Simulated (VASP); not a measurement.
# GaN (P6_3mc) in VASP: single point with PBE

Aim: the single point of GaN with PBE.

Program: VASP 6.6.1. These are calculated values, not measurements. Logs are shortened: lines on timing, memory, paths and dates and some standing lists are left out, and cuts for length are marked.

## 1. The cell of the first run

It takes space group P6_3mc (No. 186, hexagonal). The conventional cell has a = 3.180 Å, b = 3.180 Å, c = 5.166 Å, α = 90.00°, β = 90.00°, γ = 120.00°. Within 2.6 Å of Ga (site symmetry 3m) lie 4 N at 1.94 to 1.95 Å. Within 2.6 Å of N (site symmetry 3m) lie 4 Ga at 1.94 to 1.95 Å.

## 2. Single point, PBE

File INCAR:

```
SYSTEM = GaN
PREC = Accurate
ENCUT = 600
EDIFF = 1E-6
ISMEAR = -1
SIGMA = 0.02
LREAL = .False.
LASPH = .True.
NELM = 120
ALGO = Normal
ISIF = 2
LWAVE = .False.
LCHARG = .True.
GGA = PE
LELF = .True.
LVHAR = .True.
NBANDS = 86
GGA_COMPAT = .False.
```

File KPOINTS:

```
regular mesh
0
Gamma
  3 3 2
  0 0 0
```

File POSCAR:

```
GaN
1.0
    6.3599999953      0.0000000000      0.0000000000
   -3.1799999977      5.5079215640      0.0000000000
    0.0000000000      0.0000000000      5.1660000000
Ga N
8 8
Direct
    0.1666666667      0.3333333333      0.0000000000
    0.3333333333      0.1666666667      0.5000000000
    0.1666666667      0.8333333333      0.0000000000
    0.3333333333      0.6666666667      0.5000000000
    0.6666666667      0.3333333333      0.0000000000
    0.8333333333      0.1666666667      0.5000000000
    0.6666666667      0.8333333333      0.0000000000
    0.8333333333      0.6666666667      0.5000000000
    0.1666666667      0.3333333333      0.3750000000
    0.3333333333      0.1666666667      0.8750000000
    0.1666666667      0.8333333333      0.3750000000
    0.3333333333      0.6666666667      0.8750000000
    0.6666666667      0.3333333333      0.3750000000
    0.8333333333      0.1666666667      0.8750000000
    0.6666666667      0.8333333333      0.3750000000
    0.8333333333      0.6666666667      0.8750000000
```

Potentials or basis: VASP PAW PBE potentials, release 64 (Ga_d, N).

Command:

```
cat potpaw_PBE.64/Ga_d/POTCAR potpaw_PBE.64/N/POTCAR > POTCAR
mpirun -np 1 vasp_std > vasp.out
```

OUTCAR:

```text
SYSTEM = GaN
   PREC = Accurate
   ENCUT = 600
   EDIFF = 1E-6
   ISMEAR = -1
   LREAL = .False.
   LASPH = .True.
   NELM = 120
   ISIF = 2
   GGA = PE

 ion  position               nearest neighbor table
   1  0.167  0.333  0.000-   9 1.94  10 1.95  14 1.95  12 1.95
   2  0.333  0.167  0.500-  10 1.94   9 1.95  13 1.95  11 1.95
   3  0.167  0.833  0.000-  11 1.94  12 1.95  16 1.95  10 1.95
   4  0.333  0.667  0.500-  12 1.94  11 1.95  15 1.95   9 1.95
   5  0.667  0.333  0.000-  13 1.94  14 1.95  10 1.95  16 1.95
   6  0.833  0.167  0.500-  14 1.94  13 1.95   9 1.95  15 1.95
[... 8 lines left out ...]
  15  0.667  0.833  0.375-   7 1.94   8 1.95   4 1.95   6 1.95
  16  0.833  0.667  0.875-   8 1.94   7 1.95   3 1.95   5 1.95
[... 7 lines left out ...]
 A1 = (   6.3599999953,   0.0000000000,   0.0000000000)
 A2 = (  -3.1799999977,   5.5079215640,   0.0000000000)
 A3 = (   0.0000000000,   0.0000000000,   5.1660000000)

Analysis of symmetry for initial positions (statically):
=====================================================================
 Subroutine PRICEL returns following result:

  LATTYP: Found a hexagonal cell.
 ALAT       =     3.1799999977
 C/A-ratio  =     1.6245283031

  Lattice vectors:

 A1 = (   3.1799999976,   0.0000000000,   0.0000000000)
 A2 = (  -1.5899999988,   2.7539607820,   0.0000000000)
 A3 = (   0.0000000000,   0.0000000000,   5.1660000000)

   4 primitive cells build up your supercell.

 Routine SETGRP: Setting up the symmetry group for a
 hexagonal supercell.

 Subroutine GETGRP returns: Found 12 space group operations
 (whereof  6 operations were pure point group operations)
 out of a pool of 24 trial point group operations.

The static configuration has the point symmetry C_3v.
 The point group associated with its full space group is C_6v.

Analysis of symmetry for dynamics (positions and initial velocities):
=====================================================================
 Subroutine PRICEL returns following result:

  LATTYP: Found a hexagonal cell.
 ALAT       =     3.1799999977
 C/A-ratio  =     1.6245283031

  Lattice vectors:

 A1 = (   3.1799999976,   0.0000000000,   0.0000000000)
 A2 = (  -1.5899999988,   2.7539607820,   0.0000000000)
 A3 = (   0.0000000000,   0.0000000000,   5.1660000000)

   4 primitive cells build up your supercell.

 Routine SETGRP: Setting up the symmetry group for a
 hexagonal supercell.

 Subroutine GETGRP returns: Found 12 space group operations
 (whereof  6 operations were pure point group operations)
[... 92 lines left out ...]
   IBRION =     -1    ionic relax: 0-MD 1-quasi-New 2-CG
   NFREE  =      0    steps in history (QN), initial steepest desc. (CG)
   ISIF   =      2    stress and relaxation
   ISYM   =      2    0-nonsym 1-usesym 2-fastsym
   POTIM  = 0.5000    time-step for ionic-motion
   TEBEG  =    0.0;   TEEND  =   0.0 temperature during run
   PSTRESS=    0.0 pullay stress
   NELECT =     144.0000    total number of electrons
   NUPDOWN=      -1.0000    fix difference up-down
   EMIN   =  10.00;   EMAX   =-10.00  energy-range for DOS
   EFERMI =   0.00;   METHOD = LEGACY
   ISMEAR =    -1;   SIGMA  =   0.02  broadening in eV -4-tet -1-fermi 0-gaus
   EFERMI_NEDOS =   21; number of points for ismear=-14 and -15
   IALGO  =     38    algorithm
   IMIX   =      4    mixing-type and parameters
     AMIX     =   0.40;   BMIX     =  1.00
     AMIX_MAG =   1.60;   BMIX_MAG =  1.00
  volume/ion in A,a.u.               =      11.31        76.33
  Fermi-wavevector in a.u.,A,eV,Ry     =   1.517036  2.866782 31.312427  2.301398
  Thomas-Fermi vector in A             =   2.626345
   LORBIT       =      0    0 simple, 1 ext, 2 COOP (PROOUT), +10 PAW based schemes
   GGA     = PE    functional components
   LHFCALC =     F    Hartree Fock is set to
   AEXX    =    0.0000 exact exchange contribution
   IVDW    =     0    specifies the selected vdW correction
   LEPSILON=     F    determine dielectric tensor
   LRPA    =     F    only Hartree local field effects (RPA)
 non-spin polarized calculation
  energy-cutoff  :      600.00
  volume of cell :      180.97
 maximum number of plane-waves:      6046
 NGX is ok and might be reduce to    54
   NGX = 25   NGY = 25   NGZ = 21

 number of electron     144.0000032 magnetization

 Free energy of the ion-electron system (eV)
  ---------------------------------------------------
  ext. energy  EPLUGINS =         0.00000000
  ---------------------------------------------------
  free energy    TOTEN  =       -97.13351722 eV

  energy without entropy =      -97.13351722  energy(sigma->0) =      -97.13351722

 E-fermi :   5.9436     XC(G=0): -11.7218

 val. band max:        5.4337915918   @ k =   0.0000   0.0000   0.0000
 cond. band min:       7.4062826904   @ k =   0.0000   0.0000   0.0000
 fundamental gap:      1.9724910986
 Fermi energy:         5.9435576789

 k-point     1 :       0.0000    0.0000    0.0000
  band No.  band energies     occupation
      1     -10.6372      2.00000
      2      -9.6981      2.00000
      3      -9.6981      2.00000
      4      -9.6981      2.00000
      5      -9.6774      2.00000
      6      -9.5087      2.00000
[... 511 lines left out ...]
     83      13.1365      0.00000
     84      13.1365      0.00000
 [bands above 84 left out]

------------------------ aborting loop because EDIFF is reached ----------------------------------------

  FORCE on cell =-STRESS in cart. coord.  units (eV):
  Direction    XX          YY          ZZ          XY          YZ          ZX
  --------------------------------------------------------------------------------------
  -------------------------------------------------------------------------------------
  Total        7.1319579      7.1319579      9.6518225     -0.0000000      0.0000000      0.0000000
  in kB       63.1422552     63.1422552     85.4516881     -0.0000000      0.0000000      0.0000000
  external PRESSURE =      70.5787329 kB  Pullay stress =       0.0000000 kB

 VOLUME and BASIS-vectors are now :
 -----------------------------------------------------------------------------
  energy-cutoff  :      600.00
  volume of cell :      180.97
      direct lattice vectors                 reciprocal lattice vectors
     6.359999995  0.000000000  0.000000000     0.157232705  0.090778344  0.000000000
    -3.179999998  5.507921564  0.000000000     0.000000000  0.181556689  0.000000000
     0.000000000  0.000000000  5.166000000     0.000000000  0.000000000  0.193573364

 POSITION                                       TOTAL-FORCE (eV/Angst)
 -----------------------------------------------------------------------------------
      0.00000      1.83597      0.00000         0.000000      0.000000     -0.132011
      1.59000      0.91799      2.58300        -0.000000     -0.000000     -0.132011
     -1.59000      4.58993      0.00000         0.000000     -0.000000     -0.132011
     -0.00000      3.67195      2.58300         0.000000     -0.000000     -0.132011
      3.18000      1.83597      0.00000         0.000000      0.000000     -0.132011
      4.77000      0.91799      2.58300        -0.000000     -0.000000     -0.132011
[... 8 lines left out ...]
      1.59000      4.58993      1.93725        -0.000000      0.000000      0.132011
      3.18000      3.67195      4.52025        -0.000000     -0.000000      0.132011
 -----------------------------------------------------------------------------------
    total drift:                                0.000000     -0.000000     -0.000640

  FREE ENERGIE OF THE ION-ELECTRON SYSTEM (eV)
  ---------------------------------------------------
  free  energy   TOTEN  =       -97.1335172194 eV

  energy  without entropy=      -97.1335172194  energy(sigma->0) =      -97.13351722
```

OSZICAR:

```text
N       E                     dE             d eps       ncg     rms          rms(c)
DAV:   1     0.227131196833E+04    0.22713E+04   -0.64161E+04  1150   0.343E+03
DAV:   2     0.480900886798E+03   -0.17904E+04   -0.16924E+04  1032   0.980E+02
DAV:   3    -0.455865723303E+02   -0.52649E+03   -0.49266E+03  1252   0.314E+02
DAV:   4    -0.107855199834E+03   -0.62269E+02   -0.60687E+02  1186   0.111E+02
DAV:   5    -0.113236357336E+03   -0.53812E+01   -0.53487E+01  1480   0.328E+01    0.218E+01
DAV:   6    -0.962773706731E+02    0.16959E+02   -0.58232E+01  1856   0.597E+01    0.573E+00
DAV:   7    -0.972142206848E+02   -0.93685E+00   -0.12014E+01  1176   0.145E+01    0.550E+00
DAV:   8    -0.971991406645E+02    0.15080E-01   -0.14330E+00  1468   0.115E+01    0.164E+00
DAV:   9    -0.971277607017E+02    0.71380E-01   -0.41756E-01  1512   0.622E+00    0.531E-01
DAV:  10    -0.971328452040E+02   -0.50845E-02   -0.57246E-02  1344   0.109E+00    0.184E-01
DAV:  11    -0.971337033349E+02   -0.85813E-03   -0.60565E-03  1472   0.660E-01    0.164E-01
DAV:  12    -0.971334925599E+02    0.21078E-03   -0.13577E-03  1368   0.322E-01    0.403E-02
DAV:  13    -0.971335184666E+02   -0.25907E-04   -0.26145E-04  1488   0.712E-02    0.143E-02
DAV:  14    -0.971335156790E+02    0.27877E-05   -0.45019E-05  1464   0.699E-02    0.117E-02
DAV:  15    -0.971335170584E+02   -0.13794E-05   -0.61498E-06   944   0.116E-02    0.312E-03
DAV:  16    -0.971335172194E+02   -0.16107E-06   -0.49730E-06   960   0.849E-03
   1 F= -.97133517E+02 E0= -.97133517E+02  d E =-.103169E-11
```

It took 6.4 min on 1 thread of Intel Xeon 8259CL, shared host; peak memory 0.34 GiB.

What came out:

```
Free energy            : -97.1335 eV
Pressure               : 7.1 GPa
Largest force          : 0.132 eV/Å
Band gap on the k mesh : 1.97 eV
```

Forces in eV/Å, atoms in the order of the input:
```
Ga   0.000  0.000 -0.132
Ga   0.000  0.000 -0.132
Ga   0.000  0.000 -0.132
Ga   0.000  0.000 -0.132
Ga   0.000  0.000 -0.132
Ga   0.000  0.000 -0.132
Ga   0.000  0.000 -0.132
Ga   0.000  0.000 -0.132
N    0.000  0.000  0.132
N    0.000  0.000  0.132
N    0.000  0.000  0.132
N    0.000  0.000  0.132
N    0.000  0.000  0.132
N    0.000  0.000  0.132
N    0.000  0.000  0.132
N    0.000  0.000  0.132
```

Caveat: the k points lie up to 0.61 Å⁻¹ apart.
